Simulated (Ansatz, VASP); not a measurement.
ZnS: VASP and Ansatz over several settings

```
Zn S
1.0
     0.00000    2.71989    2.71989
     2.71989    0.00000    2.71989
     2.71989    2.71989    0.00000
Zn S
1 1
Direct
  0.75000 0.75000 0.75000
  0.00000 0.00000 0.00000
```

Single points on this cell with VASP 6.6.1 and Ansatz 0.2.0. Each row is one pair of runs.

| level | spin | k mesh | smearing | VASP's potentials, cutoff | Ansatz's potentials, cutoff | gap on the k mesh at the Fermi level (eV), VASP | gap on the k mesh at the Fermi level (eV), Ansatz | least direct gap on the mesh (eV), VASP | least direct gap on the mesh (eV), Ansatz | pressure (GPa), VASP | pressure (GPa), Ansatz |
| --- | --- | --- | --- | --- | --- | --- | --- | --- | --- | --- | --- |
| b88 exchange, pbe correlation | off | 9 × 9 × 9 | fermi-dirac, width 0.05 eV | VASP PAW PBE potentials, release 64 (Zn, S), 500 eV | Ansatz PAW, 420 eV | 2.03 | 2.02 | 2.03 | 2.02 | 0.2 | 0.1 |
| r2SCAN0 | off | 5 × 5 × 5 | fermi-dirac, width 0.05 eV | VASP PAW PBE potentials, release 64 (Zn, S), 520 eV | Ansatz PAW, 500 eV | 4.28 | ? | 4.28 | ? | -2.1 | ? |
| PBE-based screened hybrid | off | 5 × 5 × 5 | fermi-dirac, width 0.05 eV | VASP PAW PBE potentials, release 64 (Zn, S), 520 eV | Ansatz PAW, 420 eV | 3.03 | 3.04 | 3.03 | 3.04 | -0.4 | -0.4 |
| PBE | collinear, typed start | 9 × 9 × 9 | tetrahedron | VASP PAW PBE potentials, release 64 (Zn, S), 520 eV | PseudoDojo standard (PBEsol files), 1143 eV | 2.03 | 2.06 | 2.03 | 2.06 | 0.3 | 0.1 |
| B3LYP | off | 6 × 6 × 6 | fermi-dirac, width 0.01 eV | VASP PAW PBE potentials, release 64 (Zn, S), 520 eV | Ansatz PAW, 420 eV | 3.54 | 3.50 | 3.54 | 3.50 | 2.0 | 2.2 |
| r2SCAN50 | off | 5 × 5 × 5 | fermi-dirac, width 0.05 eV | VASP PAW PBE potentials, release 64 (Zn, S), 520 eV | Ansatz PAW, 500 eV | 5.99 | 5.96 | 5.99 | 5.96 | -2.2 | -1.9 |

Fill in what Ansatz gave in row 2.

gap on the k mesh at the Fermi level (eV): 4.26; least direct gap on the mesh (eV): 4.26; pressure (GPa): -1.9.

VASP's potentials hold 18 valence electrons a cell and Ansatz's 26 in some rows, so a difference there can come from the potentials and not from the codes.

Noted on Ansatz's runs: odd divisions of the mesh miss points on the zone boundary, where band edges often lie, so the gap on the mesh can be too wide.
